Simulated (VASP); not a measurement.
# Mg3BiSb (P3m1) in VASP: single point with PBE

Aim: the single point of Mg3BiSb with PBE.

Everything below comes from runs of VASP 6.6.1. Logs are shortened: lines on timing, memory, paths and dates and some standing lists are left out, and cuts for length are marked.

## Step 1: The cell of the first run

Symmetry: P3m1, No. 156, trigonal system. The conventional cell has a = 4.616 Å, b = 4.616 Å, c = 7.322 Å, α = 90.00°, β = 90.00°, γ = 120.00°. Mg (site symmetry 3m) has 3 Sb at 3.13 Å and 3 Bi at 3.15 Å and 6 Mg at 3.75 to 3.84 Å within 4.1 Å. Within 3.8 Å of Mg (site symmetry 3m) lie 3 Sb at 2.85 Å and 1 Bi at 3.01 Å and 6 Mg at 3.29 to 3.75 Å. Mg (site symmetry 3m) has 3 Bi at 2.88 Å and 1 Sb at 2.92 Å and 6 Mg at 3.29 to 3.84 Å within 3.9 Å. Sb (site symmetry 3m) has 7 Mg at 2.85 to 3.13 Å within 3.7 Å. Within 3.8 Å of Bi (site symmetry 3m) lie 7 Mg at 2.88 to 3.15 Å.

## Step 2: Single point, PBE

Input file INCAR:

```
PREC = Accurate ; ENCUT = 840
EDIFF = 1E-6 ; ISMEAR = -1
SIGMA = 0.02 ; LREAL = False
LASPH = True ; NELM = 120
ALGO = Normal ; ISIF = 2
LWAVE = False ; LCHARG = True
GGA = PE ; LELF = True
LVHAR = True ; NBANDS = 38
GGA_COMPAT = False
```

Input file KPOINTS:

```
Automatic mesh
0
Gamma
  6 6 4
```

Input file POSCAR:

```
Mg3BiSb
1.0
    4.6161112644      0.0000000000      0.0000000000
   -2.3080556322      3.9976696216      0.0000000000
    0.0000000000      0.0000000000      7.3220464635
Mg Sb Bi
3 1 1
Direct
    0.0000000000      0.0000000000      0.0049908389
    0.3333333333      0.6666666667      0.3643664169
    0.6666666667      0.3333333333      0.6270938860
    0.6666666667      0.3333333333      0.2280596356
    0.3333333333      0.6666666667      0.7754892228
```

Potentials or basis: VASP PAW PBE potentials, release 64 (Mg_sv, Sb_d_GW, Bi_d).

On the command line:

```bash
> cat potpaw_PBE.64/Mg_sv/POTCAR potpaw_PBE.64/Sb_d_GW/POTCAR potpaw_PBE.64/Bi_d/POTCAR > POTCAR
> mpirun -np 1 vasp_std > vasp.out
```

OUTCAR:

```text
PREC = Accurate
   ENCUT = 840
   EDIFF = 1E-6
   ISMEAR = -1
   LREAL = False
   LASPH = True
   NELM = 120
   ISIF = 2
   GGA = PE

 ion  position               nearest neighbor table
   1  0.000  0.000  0.005-
   2  0.333  0.667  0.364-   4 2.85   4 2.85   4 2.85   5 3.01
   3  0.667  0.333  0.627-   5 2.88   5 2.88   5 2.88
   4  0.667  0.333  0.228-   2 2.85   2 2.85   2 2.85
   5  0.333  0.667  0.775-   3 2.88   3 2.88   3 2.88   2 3.01

  LATTYP: Found a hexagonal cell.
 ALAT       =     4.6161112644
 C/A-ratio  =     1.5861936691

  Lattice vectors:

 A1 = (   4.6161112644,   0.0000000000,   0.0000000000)
 A2 = (  -2.3080556322,   3.9976696216,   0.0000000000)
 A3 = (   0.0000000000,   0.0000000000,   7.3220464635)

Analysis of symmetry for initial positions (statically):
=====================================================================
 Subroutine PRICEL returns:
 Original cell was already a primitive cell.

 Routine SETGRP: Setting up the symmetry group for a
 hexagonal supercell.

 Subroutine GETGRP returns: Found  6 space group operations
 (whereof  6 operations were pure point group operations)
 out of a pool of 24 trial point group operations.

The static configuration has the point symmetry C_3v.

Analysis of symmetry for dynamics (positions and initial velocities):
=====================================================================
 Subroutine PRICEL returns:
 Original cell was already a primitive cell.

 Routine SETGRP: Setting up the symmetry group for a
 hexagonal supercell.

 Subroutine GETGRP returns: Found  6 space group operations
 (whereof  6 operations were pure point group operations)
 out of a pool of 24 trial point group operations.

The dynamic configuration has the point symmetry C_3v.

 Subroutine INISYM returns: Found  6 space group operations
 (whereof  6 operations are pure point group operations),
 and found     1 'primitive' translations

----------------------------------------------------------------------------------------

                                     Primitive cell

  volume of cell :     135.1188

  direct lattice vectors                    reciprocal lattice vectors
     4.616111264  0.000000000  0.000000000     0.216632560  0.125072867  0.000000000
    -2.308055632  3.997669622  0.000000000     0.000000000  0.250145734  0.000000000
     0.000000000  0.000000000  7.322046464     0.000000000  0.000000000  0.136573840

  length of vectors
     4.616111264  4.616111264  7.322046464     0.250145734  0.250145734  0.136573840

  position of ions in fractional coordinates (direct lattice)
     0.000000000  0.000000000  0.004990839
     0.333333333  0.666666667  0.364366417
     0.666666667  0.333333333  0.627093886
     0.666666667  0.333333333  0.228059636
     0.333333333  0.666666667  0.775489223

  ion indices of the primitive-cell ions
   primitive index   ion index
                 1           1
                 2           2
                 3           3
                 4           4
                 5           5

----------------------------------------------------------------------------------------

 KPOINTS: Automatic mesh

Automatic generation of k-mesh.
 Grid dimensions read from file:
 generate k-points for:    6    6    4

 Generating k-lattice:

  Cartesian coordinates                     Fractional coordinates (reciprocal lattice)
     0.036105427  0.020845478  0.000000000     0.166666667 -0.000000000  0.000000000
     0.000000000  0.041690956  0.000000000     0.000000000  0.166666667  0.000000000
     0.000000000  0.000000000  0.034143460     0.000000000  0.000000000  0.250000000

  Length of vectors
     0.041690956  0.041690956  0.034143460

  Shift w.r.t. Gamma in fractional coordinates (k-lattice)
     0.000000000  0.000000000  0.000000000

 Subroutine IBZKPT returns following result:
 ===========================================

 Found     24 irreducible k-points:

 Following reciprocal coordinates:
            Coordinates               Weight
  0.000000  0.000000  0.000000      1.000000
  0.166667  0.000000  0.000000      6.000000
  0.333333  0.000000  0.000000      6.000000
  0.500000  0.000000  0.000000      3.000000
  0.166667  0.166667  0.000000      6.000000
  0.333333  0.166667  0.000000     12.000000
[... 16 lines left out ...]
  0.333333  0.166667  0.500000     12.000000
  0.333333  0.333333  0.500000      2.000000
   k-points           NKPTS =     24   k-points in BZ     NKDIM =     24   number of bands    NBANDS=     38
   number of dos      NEDOS =    301   number of ions     NIONS =      5
   total plane-waves  NPLWV = 161280
   dimension x,y,z NGX =    48 NGY =   48 NGZ =   70
   dimension x,y,z NGXF=    96 NGYF=   96 NGZF=  140
   ions per type =               3   1   1
   NGX,Y,Z   is equivalent  to a cutoff of  17.29, 17.29, 15.89 a.u.
   NGXF,Y,Z  is equivalent  to a cutoff of  34.57, 34.57, 31.79 a.u.
 SYSTEM =  unknown system
   PREC   = accura    normal or accurate (medium, high low for compatibility)
   ISTART =      0    job   : 0-new  1-cont  2-samecut
   ICHARG =      2    charge: 1-file 2-atom 10-const
   ISPIN  =      1    spin polarized calculation?
   LNONCOLLINEAR =      F non collinear calculations
   LSORBIT =      F    spin-orbit coupling
   LASPH  =      T    aspherical Exc in radial PAW
   ENCUT  =  840.0 eV  61.74 Ry    7.86 a.u.  10.91 10.91 17.30*2*pi/ulx,y,z
   NELM   =    120;   NELMIN=  2; NELMDL= -5     # of ELM steps
   EDIFF  = 0.1E-05   stopping-criterion for ELM
   LREAL  =      F    real-space projection
   EDIFFG = 0.1E-04   stopping-criterion for IOM
   NSW    =      0    number of steps for IOM
   IBRION =     -1    ionic relax: 0-MD 1-quasi-New 2-CG
   NFREE  =      0    steps in history (QN), initial steepest desc. (CG)
   ISIF   =      2    stress and relaxation
   ISYM   =      2    0-nonsym 1-usesym 2-fastsym
   POTIM  = 0.5000    time-step for ionic-motion
   TEBEG  =    0.0;   TEEND  =   0.0 temperature during run
   PSTRESS=    0.0 pullay stress
   NELECT =      60.0000    total number of electrons
   NUPDOWN=      -1.0000    fix difference up-down
   EMIN   =  10.00;   EMAX   =-10.00  energy-range for DOS
   EFERMI =   0.00;   METHOD = LEGACY
   ISMEAR =    -1;   SIGMA  =   0.02  broadening in eV -4-tet -1-fermi 0-gaus
   EFERMI_NEDOS =   21; number of points for ismear=-14 and -15
   IALGO  =     38    algorithm
   IMIX   =      4    mixing-type and parameters
     AMIX     =   0.40;   BMIX     =  1.00
     AMIX_MAG =   1.60;   BMIX_MAG =  1.00
  volume/ion in A,a.u.               =      27.02       182.37
  Fermi-wavevector in a.u.,A,eV,Ry     =   1.248974  2.360218 21.224215  1.559936
  Thomas-Fermi vector in A             =   2.383036
   LORBIT       =      0    0 simple, 1 ext, 2 COOP (PROOUT), +10 PAW based schemes
   GGA     = PE    functional components
   LHFCALC =     F    Hartree Fock is set to
   AEXX    =    0.0000 exact exchange contribution
   IVDW    =     0    specifies the selected vdW correction
   LEPSILON=     F    determine dielectric tensor
   LRPA    =     F    only Hartree local field effects (RPA)
 non-spin polarized calculation
  energy-cutoff  :      840.00
  volume of cell :      135.12
 maximum number of plane-waves:      7506
 NGX is ok and might be reduce to    48
   NGX = 21   NGY = 21   NGZ = 35

 number of electron      59.9999997 magnetization

 Free energy of the ion-electron system (eV)
  ---------------------------------------------------
  ext. energy  EPLUGINS =         0.00000000
  ---------------------------------------------------
  free energy    TOTEN  =       -14.04590280 eV

  energy without entropy =      -14.04585140  energy(sigma->0) =      -14.04587710

 E-fermi :   4.0621     XC(G=0):  -9.0598

 val. band max:        3.9773089740   @ k =   0.0000   0.0000   0.0000
 cond. band min:       4.1917180912   @ k =   0.5000   0.0000   0.2500
 fundamental gap:      0.2144091172
 Fermi energy:         4.0621123979

 k-point     1 :       0.0000    0.0000    0.0000
  band No.  band energies     occupation
      1     -73.0397      2.00000
      2     -72.4094      2.00000
      3     -72.3294      2.00000
      4     -39.8010      2.00000
      5     -39.7951      2.00000
      6     -39.7951      2.00000
[... 30 lines left out ...]
     37       8.0953      0.00000
     38       8.8242      0.00000

 k-point     2 :       0.1667    0.0000    0.0000
  band No.  band energies     occupation
      1     -73.0398      2.00000
      2     -72.4095      2.00000
      3     -72.3295      2.00000
      4     -39.8010      2.00000
      5     -39.7951      2.00000
      6     -39.7951      2.00000
[... 30 lines left out ...]
     37       8.0444      0.00000
     38       8.5126      0.00000

 k-point     3 :       0.3333    0.0000    0.0000
  band No.  band energies     occupation
      1     -73.0398      2.00000
      2     -72.4095      2.00000
      3     -72.3295      2.00000
      4     -39.8009      2.00000
      5     -39.7952      2.00000
      6     -39.7951      2.00000
[... 30 lines left out ...]
     37       9.3599      0.00000
     38       9.4924      0.00000

 k-point     4 :       0.5000    0.0000    0.0000
  band No.  band energies     occupation
      1     -73.0398      2.00000
      2     -72.4095      2.00000
      3     -72.3295      2.00000
      4     -39.8009      2.00000
      5     -39.7953      2.00000
      6     -39.7951      2.00000
[... 30 lines left out ...]
     37       9.7278      0.00000
     38      10.2222      0.00000
[... 703 lines left out ...]
      4     -39.8009      2.00000
      5     -39.7952      2.00000
      6     -39.7951      2.00000
[... 30 lines left out ...]
     37       8.3087      0.00000
     38       9.1500      0.00000

 k-point    23 :       0.3333    0.1667    0.5000
  band No.  band energies     occupation
      1     -73.0398      2.00000
      2     -72.4095      2.00000
      3     -72.3295      2.00000
      4     -39.8009      2.00000
      5     -39.7952      2.00000
      6     -39.7951      2.00000
[... 30 lines left out ...]
     37       9.3842      0.00000
     38       9.7327      0.00000

 k-point    24 :       0.3333    0.3333    0.5000
  band No.  band energies     occupation
      1     -73.0399      2.00000
      2     -72.4095      2.00000
      3     -72.3295      2.00000
      4     -39.8010      2.00000
      5     -39.7952      2.00000
      6     -39.7952      2.00000
[... 30 lines left out ...]
     37       9.2057      0.00000
     38       9.5837      0.00000

------------------------ aborting loop because EDIFF is reached ----------------------------------------

  FORCE on cell =-STRESS in cart. coord.  units (eV):
  Direction    XX          YY          ZZ          XY          YZ          ZX
  --------------------------------------------------------------------------------------
  -------------------------------------------------------------------------------------
  Total        0.7894506      0.7894506      0.5556666      0.0000000      0.0000000      0.0000000
  in kB        9.3609489      9.3609489      6.5888443      0.0000000      0.0000000      0.0000000
  external PRESSURE =       8.4369140 kB  Pullay stress =       0.0000000 kB

 VOLUME and BASIS-vectors are now :
 -----------------------------------------------------------------------------
  energy-cutoff  :      840.00
  volume of cell :      135.12
      direct lattice vectors                 reciprocal lattice vectors
     4.616111264  0.000000000  0.000000000     0.216632560  0.125072867  0.000000000
    -2.308055632  3.997669622  0.000000000     0.000000000  0.250145734  0.000000000
     0.000000000  0.000000000  7.322046464     0.000000000  0.000000000  0.136573840

 POSITION                                       TOTAL-FORCE (eV/Angst)
 -----------------------------------------------------------------------------------
      0.00000      0.00000      0.03654         0.000000     -0.000000      0.017375
     -0.00000      2.66511      2.66791        -0.000000      0.000000      0.012242
      2.30806      1.33256      4.59161        -0.000000      0.000000     -0.053262
      2.30806      1.33256      1.66986         0.000000     -0.000000     -0.159745
     -0.00000      2.66511      5.67817         0.000000     -0.000000      0.183389
 -----------------------------------------------------------------------------------
    total drift:                                0.000000     -0.000000     -0.000915

  FREE ENERGIE OF THE ION-ELECTRON SYSTEM (eV)
  ---------------------------------------------------
  free  energy   TOTEN  =       -14.0459027985 eV

  energy  without entropy=      -14.0458514039  energy(sigma->0) =      -14.04587710
```

It took 2.3 min on 1 thread of Intel Xeon 6975P-C (Granite Rapids), shared host; peak memory 0.6 GiB.

What came out:

* Free energy: -14.0459 eV
* Pressure: 0.8 GPa
* Largest force: 0.183 eV/Å
* Band gap on the k mesh: 0.21 eV (least direct gap 0.45 eV)

Forces on the atoms (eV/Å):
```
Mg   0.000  0.000  0.017
Mg   0.000  0.000  0.012
Mg   0.000  0.000 -0.053
Sb   0.000  0.000 -0.160
Bi   0.000  0.000  0.183
```

Caveat: spin-orbit coupling is left out, which moves the levels of the heavy elements. A k mesh can miss the band edges.
